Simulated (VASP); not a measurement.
# Hf2Ru (Fm-3m) in VASP: single point with PBE

Aim: the single point of Hf2Ru with PBE.

Program: VASP 6.6.1. These are calculated values, not measurements. Logs are shortened: lines on timing, memory, paths and dates and some standing lists are left out, and cuts for length are marked.

### Step 1. The cell of the first run

The structure is cubic, space group Fm-3m (No. 225). Conventional cell: a = 5.603 Å, b = 5.603 Å, c = 5.603 Å, α = 90.00°, β = 90.00°, γ = 90.00°. Hf (site symmetry -43m) has 4 Ru at 2.43 Å and 6 Hf at 2.80 Å within 3.2 Å. Within 3.2 Å of Ru (site symmetry m-3m) lie 8 Hf at 2.43 Å.

### Step 2. Single point, PBE

INCAR

```
ALGO = Normal
EDIFF = 1E-7
ENCUT = 520
GGA = PE
ISIF = 2
ISMEAR = 0
LASPH = True
LCHARG = False
LREAL = False
LWAVE = False
NBANDS = 24
NELM = 80
PREC = Accurate
SIGMA = 0.1
```

KPOINTS

```
k-points
0
Gamma
  6 6 6
```

POSCAR

```
Hf2Ru
1.0
    0.0000000000      2.8013877100      2.8013877100
    2.8013877100      0.0000000000      2.8013877100
    2.8013877100      2.8013877100      0.0000000000
Hf Ru
2 1
Direct
    0.2500000000      0.2500000000      0.2500000000
    0.7500000000      0.7500000000      0.7500000000
    0.0000000000      0.0000000000      0.0000000000
```

Potentials or basis: VASP PAW PBE potentials, release 64 (Hf_pv, Ru_pv).

On the command line:

```console
> cat potpaw_PBE.64/Hf_pv/POTCAR potpaw_PBE.64/Ru_pv/POTCAR > POTCAR
> mpirun -np 1 vasp_std > vasp.out
```

OUTCAR:

```text
EDIFF = 1E-7
   ENCUT = 520
   GGA = PE
   ISIF = 2
   ISMEAR = 0
   LASPH = True
   LREAL = False
   NELM = 80
   PREC = Accurate

 ion  position               nearest neighbor table
   1  0.250  0.250  0.250-   3 2.43   3 2.43   3 2.43   3 2.43   2 2.80   2 2.80   2 2.80   2 2.80
                             2 2.80   2 2.80
   2  0.750  0.750  0.750-   3 2.43   3 2.43   3 2.43   3 2.43   1 2.80   1 2.80   1 2.80   1 2.80
                             1 2.80   1 2.80
   3  0.000  0.000  0.000-   2 2.43   2 2.43   2 2.43   1 2.43   2 2.43   1 2.43   1 2.43   1 2.43

  LATTYP: Found a face centered cubic cell.
 ALAT       =     5.6027754200

  Lattice vectors:

 A1 = (   0.0000000000,   2.8013877100,   2.8013877100)
 A2 = (   2.8013877100,   0.0000000000,   2.8013877100)
 A3 = (   2.8013877100,   2.8013877100,   0.0000000000)

Analysis of symmetry for initial positions (statically):
=====================================================================
 Subroutine PRICEL returns:
 Original cell was already a primitive cell.

 Routine SETGRP: Setting up the symmetry group for a
 face centered cubic supercell.

 Subroutine GETGRP returns: Found 48 space group operations
 (whereof 48 operations were pure point group operations)
 out of a pool of 48 trial point group operations.

The static configuration has the point symmetry O_h .

Analysis of symmetry for dynamics (positions and initial velocities):
=====================================================================
 Subroutine PRICEL returns:
 Original cell was already a primitive cell.

 Routine SETGRP: Setting up the symmetry group for a
 face centered cubic supercell.

 Subroutine GETGRP returns: Found 48 space group operations
 (whereof 48 operations were pure point group operations)
 out of a pool of 48 trial point group operations.

The dynamic configuration has the point symmetry O_h .

 Subroutine INISYM returns: Found 48 space group operations
 (whereof 48 operations are pure point group operations),
 and found     1 'primitive' translations

----------------------------------------------------------------------------------------

                                     Primitive cell
[... 77 lines left out ...]
   ICHARG =      2    charge: 1-file 2-atom 10-const
   ISPIN  =      1    spin polarized calculation?
   LNONCOLLINEAR =      F non collinear calculations
   LSORBIT =      F    spin-orbit coupling
   LASPH  =      T    aspherical Exc in radial PAW
   ENCUT  =  520.0 eV  38.22 Ry    6.18 a.u.   7.37  7.37  7.37*2*pi/ulx,y,z
   NELM   =     80;   NELMIN=  2; NELMDL= -5     # of ELM steps
   EDIFF  = 0.1E-06   stopping-criterion for ELM
   LREAL  =      F    real-space projection
   EDIFFG = 0.1E-05   stopping-criterion for IOM
   NSW    =      0    number of steps for IOM
   IBRION =     -1    ionic relax: 0-MD 1-quasi-New 2-CG
   NFREE  =      0    steps in history (QN), initial steepest desc. (CG)
   ISIF   =      2    stress and relaxation
   ISYM   =      2    0-nonsym 1-usesym 2-fastsym
   POTIM  = 0.5000    time-step for ionic-motion
   TEBEG  =    0.0;   TEEND  =   0.0 temperature during run
   PSTRESS=    0.0 pullay stress
   NELECT =      34.0000    total number of electrons
   NUPDOWN=      -1.0000    fix difference up-down
   EMIN   =  10.00;   EMAX   =-10.00  energy-range for DOS
   EFERMI =   0.00;   METHOD = LEGACY
   ISMEAR =     0;   SIGMA  =   0.10  broadening in eV -4-tet -1-fermi 0-gaus
   EFERMI_NEDOS =   21; number of points for ismear=-14 and -15
   IALGO  =     38    algorithm
   IMIX   =      4    mixing-type and parameters
     AMIX     =   0.40;   BMIX     =  1.00
     AMIX_MAG =   1.60;   BMIX_MAG =  1.00
  volume/ion in A,a.u.               =      14.66        98.91
  Fermi-wavevector in a.u.,A,eV,Ry     =   1.502627  2.839554 30.720439  2.257889
  Thomas-Fermi vector in A             =   2.613843
   LORBIT       =      0    0 simple, 1 ext, 2 COOP (PROOUT), +10 PAW based schemes
   GGA     = PE    functional components
   LHFCALC =     F    Hartree Fock is set to
   AEXX    =    0.0000 exact exchange contribution
   IVDW    =     0    specifies the selected vdW correction
   LEPSILON=     F    determine dielectric tensor
   LRPA    =     F    only Hartree local field effects (RPA)
 non-spin polarized calculation
 Gauss-broadening in eV      SIGMA  =   0.10
  energy-cutoff  :      520.00
  volume of cell :       43.97
 maximum number of plane-waves:      1243
 NGX is ok and might be reduce to    30
   NGX = 15   NGY = 15   NGZ = 15

 number of electron      34.0000000 magnetization

 Free energy of the ion-electron system (eV)
  ---------------------------------------------------
  ext. energy  EPLUGINS =         0.00000000
  ---------------------------------------------------
  free energy    TOTEN  =       -24.76422100 eV

  energy without entropy =      -24.74587023  energy(sigma->0) =      -24.75504562

 E-fermi :   9.7796     XC(G=0): -13.2579

 val. band max:        9.7721514645   @ k =  -0.3333   0.3333   0.0000
 cond. band min:       9.8039641985   @ k =  -0.3333   0.1667   0.0000
 fundamental gap:      0.0318127340
 Fermi energy:         9.7795874662

 k-point     1 :       0.0000    0.0000    0.0000
  band No.  band energies     occupation
      1     -33.6322      2.00000
      2     -33.6322      2.00000
      3     -33.6322      2.00000
      4     -21.1068      2.00000
      5     -21.1068      2.00000
      6     -21.1068      2.00000
[... 421 lines left out ...]
     23      14.4843      0.00000
     24      14.5466      0.00000

------------------------ aborting loop because EDIFF is reached ----------------------------------------

  FORCE on cell =-STRESS in cart. coord.  units (eV):
  Direction    XX          YY          ZZ          XY          YZ          ZX
  --------------------------------------------------------------------------------------
  -------------------------------------------------------------------------------------
  Total       29.7147434     29.7147434     29.7147434     -0.0000000     -0.0000000     -0.0000000
  in kB     1082.7617730   1082.7617730   1082.7617730     -0.0000000     -0.0000000     -0.0000000
  external PRESSURE =    1082.7617730 kB  Pullay stress =       0.0000000 kB

 VOLUME and BASIS-vectors are now :
 -----------------------------------------------------------------------------
  energy-cutoff  :      520.00
  volume of cell :       43.97
      direct lattice vectors                 reciprocal lattice vectors
     0.000000000  2.801387710  2.801387710    -0.178482970  0.178482970  0.178482970
     2.801387710  0.000000000  2.801387710     0.178482970 -0.178482970  0.178482970
     2.801387710  2.801387710  0.000000000     0.178482970  0.178482970 -0.178482970

 POSITION                                       TOTAL-FORCE (eV/Angst)
 -----------------------------------------------------------------------------------
      1.40069      1.40069      1.40069         0.000000      0.000000      0.000000
      4.20208      4.20208      4.20208        -0.000000     -0.000000     -0.000000
      0.00000      0.00000      0.00000        -0.000000     -0.000000      0.000000
 -----------------------------------------------------------------------------------
    total drift:                                0.000000     -0.000000     -0.000000

  FREE ENERGIE OF THE ION-ELECTRON SYSTEM (eV)
  ---------------------------------------------------
  free  energy   TOTEN  =       -24.7642209999 eV

  energy  without entropy=      -24.7458702316  energy(sigma->0) =      -24.75504562
```

OSZICAR:

```text
N       E                     dE             d eps       ncg     rms          rms(c)
DAV:   1     0.248282575147E+03    0.24828E+03   -0.19487E+04   768   0.146E+03
DAV:   2    -0.179274914301E+02   -0.26621E+03   -0.25613E+03   912   0.409E+02
DAV:   3    -0.253972260410E+02   -0.74697E+01   -0.74018E+01   984   0.614E+01
DAV:   4    -0.254805206705E+02   -0.83295E-01   -0.83282E-01   832   0.657E+00
DAV:   5    -0.254827361715E+02   -0.22155E-02   -0.22154E-02  1024   0.890E-01    0.981E+01
DAV:   6    -0.249777944841E+02    0.50494E+00   -0.79947E-01   824   0.553E+00    0.596E+01
DAV:   7    -0.250998075804E+02   -0.12201E+00   -0.26507E+00   784   0.140E+01    0.739E+00
DAV:   8    -0.247650420095E+02    0.33477E+00   -0.10533E+00   784   0.841E+00    0.231E+00
DAV:   9    -0.247642951321E+02    0.74688E-03   -0.32479E-02   944   0.117E+00    0.521E-01
DAV:  10    -0.247643116680E+02   -0.16536E-04   -0.13099E-03   920   0.255E-01    0.278E-01
DAV:  11    -0.247642232340E+02    0.88434E-04   -0.27020E-04   872   0.110E-01    0.193E-01
DAV:  12    -0.247642203965E+02    0.28375E-05   -0.14005E-05   960   0.299E-02    0.593E-02
DAV:  13    -0.247642212856E+02   -0.88906E-06   -0.18938E-06   920   0.840E-03    0.932E-03
DAV:  14    -0.247642210008E+02    0.28481E-06   -0.29750E-07   824   0.440E-03    0.119E-03
DAV:  15    -0.247642209999E+02    0.83128E-09   -0.37043E-08   512   0.136E-03
   1 F= -.24764221E+02 E0= -.24755046E+02  d E =-.183508E-01
```

stdout:

```text
POSCAR found type information on POSCAR HfRu
 POSCAR found :  2 types and       3 ions
 scaLAPACK will be used
 LDA part: xc-table for (Slater+PW92), standard interpolation
 POSCAR, INCAR and KPOINTS ok, starting setup
 FFT: planning ... GRIDC
 FFT: planning ... GRID_SOFT
 FFT: planning ... GRID
 WAVECAR not read
 entering main loop
```

Wall time 16 s (1 thread of Intel Xeon Platinum 8559C (Emerald Rapids), shared host); peak memory 0.17 GiB.

What came out:

| Item | Value |
| --- | --- |
| Free energy | -24.7642 eV |
| Pressure | 108.3 GPa |
| Band gap on the k mesh | zero (band 17 reaches 10.03 eV, above the bottom of band 18 at 7.32 eV) |

Levels at points of the mesh, in eV from the Fermi level:
```
           k point  band 13  band 14  band 15  band 16  band 17  band 18  band 19  band 20  band 21  band 22
(0.00, 0.00, 0.00)    -3.03    -3.03    -3.03    -2.46    -2.46    -2.46     2.61     2.61     7.25     7.25
(0.50, 0.00, 0.00)    -3.90    -3.90    -3.71    -3.33     0.25     0.25     1.98     1.98     2.35     3.61
(0.50, 0.50, 0.00)    -4.17    -4.10    -3.13    -2.01    -1.59     2.14     2.16     2.16     2.97     4.41
```

Caveat: spin-orbit coupling is left out, which moves the levels of the heavy elements.
